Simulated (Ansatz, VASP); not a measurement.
Ir3O2 in VASP and in Ansatz

```
Ir O
1.0
     3.66565    0.00000    0.00000
    -1.83282    3.17454    0.00000
     0.00000    0.00000    5.63474
Ir O
3 2
Direct
  0.00000 0.00000 0.00000
  0.33333 0.66667 0.74714
  0.66667 0.33333 0.25286
  0.33333 0.66667 0.38873
  0.66667 0.33333 0.61127
```

Alike in both runs: functional PBE; k mesh 6 × 6 × 4; occupations gaussian, width 0.1 eV; no spin polarisation.

Ansatz relaxed the structure, and its values are those at the end. VASP's run is a single point on that final structure, the one shown.

|  | VASP | Ansatz |
| --- | --- | --- |
| version | VASP 6.6.1 | Ansatz 0.2.0 |
| potentials or method | VASP PAW PBE potentials, release 64 (Ir_sv_GW, O), cutoff 700 eV | scalar-relativistic, plane waves, PAW |
| valence electrons in the cell | 63 | 63 |

|  | VASP | Ansatz | Ansatz less VASP |
| --- | --- | --- | --- |
| gap on the k mesh at the Fermi level (eV) | none | none | - |
| pressure (GPa) | -0.3 | 0.0 | +0.32 |
| rms of the force components (eV/Å) | 0.018 | 0.004 | -0.0147 |

A gap of «none» marks a metal or a gap that the smearing closes.

Spin-orbit coupling is off throughout.
